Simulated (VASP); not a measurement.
# Pt (Fm-3m) in VASP: a series of runs, part 4 of 4

VASP 6.6.1. The steps go on from the part before.

### 6 Single point, PBEsol

This run uses another cell than the first one, of 15.06 Å³/atom.

The input, INCAR:

```
ALGO = Normal ; EDIFF = 1E-6
ENCUT = 520 ; GGA = PS
ISIF = 2 ; ISMEAR = 1
LASPH = True ; LCHARG = False
LREAL = False ; LWAVE = False
NBANDS = 11 ; NELM = 60
PREC = Accurate ; SIGMA = 0.1
```

The input, KPOINTS:

```
k-points
0
Gamma
  35 35 35
```

The input, POSCAR:

```
Pt
1.0
    0.0000000000      1.9600000000      1.9600000000
    1.9600000000      0.0000000000      1.9600000000
    1.9600000000      1.9600000000      0.0000000000
Pt
1
Direct
    0.0000000000      0.0000000000      0.0000000000
```

Potentials or basis: VASP PAW PBE potentials, release 64 (Pt).

Command:

```
> cat potpaw_PBE.64/Pt/POTCAR > POTCAR
> mpirun -np 1 vasp_std > vasp.out
```

OUTCAR:

```text
EDIFF = 1E-6
   ENCUT = 520
   GGA = PS
   ISIF = 2
   ISMEAR = 1
   LASPH = True
   LREAL = False
   NELM = 60
   PREC = Accurate

 ion  position               nearest neighbor table
   1  0.000  0.000  0.000-

  LATTYP: Found a face centered cubic cell.
 ALAT       =     3.9200000000

  Lattice vectors:

 A1 = (   0.0000000000,   1.9600000000,   1.9600000000)
 A2 = (   1.9600000000,   0.0000000000,   1.9600000000)
 A3 = (   1.9600000000,   1.9600000000,   0.0000000000)

Analysis of symmetry for initial positions (statically):
=====================================================================
 Subroutine PRICEL returns:
 Original cell was already a primitive cell.

 Routine SETGRP: Setting up the symmetry group for a
 face centered cubic supercell.

 Subroutine GETGRP returns: Found 48 space group operations
 (whereof 48 operations were pure point group operations)
 out of a pool of 48 trial point group operations.

The static configuration has the point symmetry O_h .

Analysis of symmetry for dynamics (positions and initial velocities):
=====================================================================
 Subroutine PRICEL returns:
 Original cell was already a primitive cell.

 Routine SETGRP: Setting up the symmetry group for a
 face centered cubic supercell.

 Subroutine GETGRP returns: Found 48 space group operations
 (whereof 48 operations were pure point group operations)
 out of a pool of 48 trial point group operations.

The dynamic configuration has the point symmetry O_h .

 Subroutine INISYM returns: Found 48 space group operations
 (whereof 48 operations are pure point group operations),
 and found     1 'primitive' translations

----------------------------------------------------------------------------------------

                                     Primitive cell

  volume of cell :      15.0591

  direct lattice vectors                    reciprocal lattice vectors
     0.000000000  1.960000000  1.960000000    -0.255102041  0.255102041  0.255102041
     1.960000000  0.000000000  1.960000000     0.255102041 -0.255102041  0.255102041
     1.960000000  1.960000000  0.000000000     0.255102041  0.255102041 -0.255102041

  length of vectors
     2.771858582  2.771858582  2.771858582     0.441849696  0.441849696  0.441849696

  position of ions in fractional coordinates (direct lattice)
     0.000000000  0.000000000  0.000000000

  ion indices of the primitive-cell ions
   primitive index   ion index
                 1           1

----------------------------------------------------------------------------------------

 KPOINTS: k-points

Automatic generation of k-mesh.
 Grid dimensions read from file:
 generate k-points for:   35   35   35

 Generating k-lattice:

  Cartesian coordinates                     Fractional coordinates (reciprocal lattice)
    -0.007288630  0.007288630  0.007288630     0.028571429  0.000000000  0.000000000
     0.007288630 -0.007288630  0.007288630     0.000000000  0.028571429  0.000000000
     0.007288630  0.007288630 -0.007288630     0.000000000  0.000000000  0.028571429

  Length of vectors
     0.012624277  0.012624277  0.012624277

  Shift w.r.t. Gamma in fractional coordinates (k-lattice)
     0.000000000  0.000000000  0.000000000

 Subroutine IBZKPT returns following result:
 ===========================================

 Found   1140 irreducible k-points:

 Following reciprocal coordinates:
            Coordinates               Weight
  0.000000  0.000000  0.000000      1.000000
  0.028571  0.000000  0.000000      8.000000
  0.057143  0.000000  0.000000      8.000000
  0.085714  0.000000  0.000000      8.000000
  0.114286  0.000000  0.000000      8.000000
  0.142857  0.000000  0.000000      8.000000
[... 16 lines left out ...]
  0.142857  0.028571  0.000000     24.000000
  0.171429  0.028571  0.000000     24.000000
 [... further k-points ...]
   k-points           NKPTS =   1140   k-points in BZ     NKDIM =   1140   number of bands    NBANDS=     11
   number of dos      NEDOS =    301   number of ions     NIONS =      1
   total plane-waves  NPLWV =  13824
   dimension x,y,z NGX =    24 NGY =   24 NGZ =   24
   dimension x,y,z NGXF=    48 NGYF=   48 NGZF=   48
   ions per type =               1
   NGX,Y,Z   is equivalent  to a cutoff of  14.39, 14.39, 14.39 a.u.
   NGXF,Y,Z  is equivalent  to a cutoff of  28.79, 28.79, 28.79 a.u.
 SYSTEM =  unknown system
   PREC   = accura    normal or accurate (medium, high low for compatibility)
   ISTART =      0    job   : 0-new  1-cont  2-samecut
   ICHARG =      2    charge: 1-file 2-atom 10-const
   ISPIN  =      1    spin polarized calculation?
   LNONCOLLINEAR =      F non collinear calculations
   LSORBIT =      F    spin-orbit coupling
   LASPH  =      T    aspherical Exc in radial PAW
   ENCUT  =  520.0 eV  38.22 Ry    6.18 a.u.   5.15  5.15  5.15*2*pi/ulx,y,z
   NELM   =     60;   NELMIN=  2; NELMDL= -5     # of ELM steps
   EDIFF  = 0.1E-05   stopping-criterion for ELM
   LREAL  =      F    real-space projection
   EDIFFG = 0.1E-04   stopping-criterion for IOM
   NSW    =      0    number of steps for IOM
   IBRION =     -1    ionic relax: 0-MD 1-quasi-New 2-CG
   NFREE  =      0    steps in history (QN), initial steepest desc. (CG)
   ISIF   =      2    stress and relaxation
   ISYM   =      2    0-nonsym 1-usesym 2-fastsym
   POTIM  = 0.5000    time-step for ionic-motion
   TEBEG  =    0.0;   TEEND  =   0.0 temperature during run
   PSTRESS=    0.0 pullay stress
   NELECT =      10.0000    total number of electrons
   NUPDOWN=      -1.0000    fix difference up-down
   EMIN   =  10.00;   EMAX   =-10.00  energy-range for DOS
   EFERMI =   0.00;   METHOD = LEGACY
   ISMEAR =     1;   SIGMA  =   0.10  broadening in eV -4-tet -1-fermi 0-gaus
   EFERMI_NEDOS =   21; number of points for ismear=-14 and -15
   IALGO  =     38    algorithm
   IMIX   =      4    mixing-type and parameters
     AMIX     =   0.40;   BMIX     =  1.00
     AMIX_MAG =   1.60;   BMIX_MAG =  1.00
  volume/ion in A,a.u.               =      15.06       101.62
  Fermi-wavevector in a.u.,A,eV,Ry     =   1.428265  2.699029 27.755077  2.039941
  Thomas-Fermi vector in A             =   2.548345
   LORBIT       =      0    0 simple, 1 ext, 2 COOP (PROOUT), +10 PAW based schemes
   GGA     = PS    functional components
   LHFCALC =     F    Hartree Fock is set to
   AEXX    =    0.0000 exact exchange contribution
   IVDW    =     0    specifies the selected vdW correction
   LEPSILON=     F    determine dielectric tensor
   LRPA    =     F    only Hartree local field effects (RPA)
 non-spin polarized calculation
 Methfessel and Paxton  Order N= 1 SIGMA  =   0.10
  energy-cutoff  :      520.00
  volume of cell :       15.06
 maximum number of plane-waves:       419
 NGX is ok and might be reduce to    24
   NGX = 11   NGY = 11   NGZ = 11

 number of electron      10.0000000 magnetization

 Free energy of the ion-electron system (eV)
  ---------------------------------------------------
  ext. energy  EPLUGINS =         0.00000000
  ---------------------------------------------------
  free energy    TOTEN  =        -6.96352960 eV

  energy without entropy =       -6.96319302  energy(sigma->0) =       -6.96341741

 E-fermi :  11.1176     XC(G=0): -13.6367

 val. band max:       11.1157999141   @ k =   0.4571   0.0286   0.0000
 cond. band min:      11.1177829872   @ k =  -0.4571   0.1143   0.0286
 fundamental gap:      0.0019830730
 Fermi energy:        11.1175910063

 k-point     1 :       0.0000    0.0000    0.0000
  band No.  band energies     occupation
      1       0.8118      2.00000
      2       7.3093      2.00000
      3       7.3093      2.00000
      4       7.3093      2.00000
      5       9.4945      2.00000
      6       9.4945      2.00000
      7      25.7437      0.00000
      8      30.7108      0.00000
      9      30.7108      0.00000
     10      30.7108      0.00000
     11      36.0147      0.00000
[... 309 lines left out ...]
 k-point    24 :       0.1714    0.0286    0.0000
  band No.  band energies     occupation
      1       1.8355      2.00000
      2       6.9256      2.00000
      3       7.6423      2.00000
      4       7.6538      2.00000
      5       9.2542      2.00000
      6       9.5063      2.00000
      7      27.0986      0.00000
      8      27.2244      0.00000
      9      31.9043      0.00000
     10      32.4689      0.00000
     11      36.1412      0.00000

 [... further k-points ...]

------------------------ aborting loop because EDIFF is reached ----------------------------------------

  FORCE on cell =-STRESS in cart. coord.  units (eV):
  Direction    XX          YY          ZZ          XY          YZ          ZX
  --------------------------------------------------------------------------------------
  -------------------------------------------------------------------------------------
  Total       -0.0880765     -0.0880765     -0.0880765     -0.0000000      0.0000000      0.0000000
  in kB       -9.3707037     -9.3707037     -9.3707037     -0.0000000      0.0000000      0.0000000
  external PRESSURE =      -9.3707037 kB  Pullay stress =       0.0000000 kB

 VOLUME and BASIS-vectors are now :
 -----------------------------------------------------------------------------
  energy-cutoff  :      520.00
  volume of cell :       15.06
      direct lattice vectors                 reciprocal lattice vectors
     0.000000000  1.960000000  1.960000000    -0.255102041  0.255102041  0.255102041
     1.960000000  0.000000000  1.960000000     0.255102041 -0.255102041  0.255102041
     1.960000000  1.960000000  0.000000000     0.255102041  0.255102041 -0.255102041

 POSITION                                       TOTAL-FORCE (eV/Angst)
 -----------------------------------------------------------------------------------
      0.00000      0.00000      0.00000         0.000000      0.000000      0.000000
 -----------------------------------------------------------------------------------
    total drift:                               -0.000000      0.000000      0.000000

  FREE ENERGIE OF THE ION-ELECTRON SYSTEM (eV)
  ---------------------------------------------------
  free  energy   TOTEN  =        -6.9635296009 eV

  energy  without entropy=       -6.9631930158  energy(sigma->0) =       -6.96341741
```

OSZICAR:

```text
N       E                     dE             d eps       ncg     rms          rms(c)
DAV:   1     0.389907039027E+02    0.38991E+02   -0.53539E+03 25576   0.845E+02
DAV:   2    -0.679145164993E+01   -0.45782E+02   -0.43929E+02 28655   0.177E+02
DAV:   3    -0.741565071147E+01   -0.62420E+00   -0.61959E+00 29271   0.196E+01
DAV:   4    -0.741801546115E+01   -0.23647E-02   -0.23646E-02 28861   0.142E+00
DAV:   5    -0.741803389104E+01   -0.18430E-04   -0.18430E-04 29402   0.116E-01    0.134E+01
DAV:   6    -0.701250508885E+01    0.40553E+00   -0.93850E-01 27018   0.764E+00    0.681E+00
DAV:   7    -0.696783921475E+01    0.44666E-01   -0.15973E-01 29064   0.304E+00    0.257E+00
DAV:   8    -0.696378966614E+01    0.40495E-02   -0.62057E-03 27270   0.721E-01    0.645E-01
DAV:   9    -0.696352544363E+01    0.26422E-03   -0.17557E-04 28074   0.123E-01    0.312E-02
DAV:  10    -0.696352946069E+01   -0.40171E-05   -0.35056E-06 30863   0.131E-02    0.491E-03
DAV:  11    -0.696352960093E+01   -0.14023E-06   -0.48688E-08 15420   0.207E-03
   1 F= -.69635296E+01 E0= -.69634174E+01  d E =-.336585E-03
```

stdout:

```text
POSCAR found type information on POSCAR Pt
 POSCAR found :  1 types and       1 ions
 scaLAPACK will be used
 -----------------------------------------------------------------------------
|                                                                             |
|                                                                             |
|     You enforced a specific xc type in the INCAR file but a different       |
|     I HOPE YOU KNOW WHAT YOU ARE DOING!                                     |
|                                                                             |
 -----------------------------------------------------------------------------

 LDA part: xc-table for (Slater+PW92), standard interpolation
 POSCAR, INCAR and KPOINTS ok, starting setup
 FFT: planning ... GRIDC
 FFT: planning ... GRID_SOFT
 FFT: planning ... GRID
 WAVECAR not read
 entering main loop
```

Wall time 3.8 min (1 thread of Intel Xeon 8259CL, shared host); peak memory 0.31 GiB.

What came out:

- Free energy: -6.9635 eV
- Pressure: -0.9 GPa
- Band gap on the k mesh: zero (bands 5 and 6 overlap by 2.23 eV)

Caveat: the PAW data sets were made with another functional, which shifts forces and pressure a little; spin-orbit coupling is left out, which moves the levels of the heavy elements.

### 7 Overview

| level | potentials or basis | cell | k mesh | gap on the mesh (eV) | pressure (GPa) |
| --- | --- | --- | --- | --- | --- |
| LDA | VASP PAW LDA potentials, release 64 (Pt) | a = 2.753 Å, angles 60.0°, 1 atom | 24 × 24 × 24 | none | 0.8 |
| PBEsol | VASP PAW PBE potentials, release 64 (Pt) | a = 2.770 Å, angles 60.0°, 1 atom | 24 × 24 × 24 | none | -0.4 |
| PBE | VASP PAW PBE potentials, release 64 (Pt) | a = 2.807 Å, angles 60.0°, 1 atom | 24 × 24 × 24 | none | -0.5 |
| LDA | VASP PAW LDA potentials, release 64 (Pt) | a = 2.753 Å, angles 60.0°, 1 atom | 35 × 35 × 35 | none | 0.8 |
| PBEsol | VASP PAW PBE potentials, release 64 (Pt) | a = 2.772 Å, angles 60.0°, 1 atom | 35 × 35 × 35 | none | -0.9 |

Alike in all rows: task single point; no spin polarisation; cutoff (eV) 520; smearing methfessel-paxton 0.1 eV.

Caveats: spin-orbit coupling is left out, which moves the levels of the heavy elements; the PAW data sets were made with another functional, which shifts forces and pressure a little (at least some runs).

Total energies depend on the potentials used, so only differences within one code and one set of settings carry meaning.
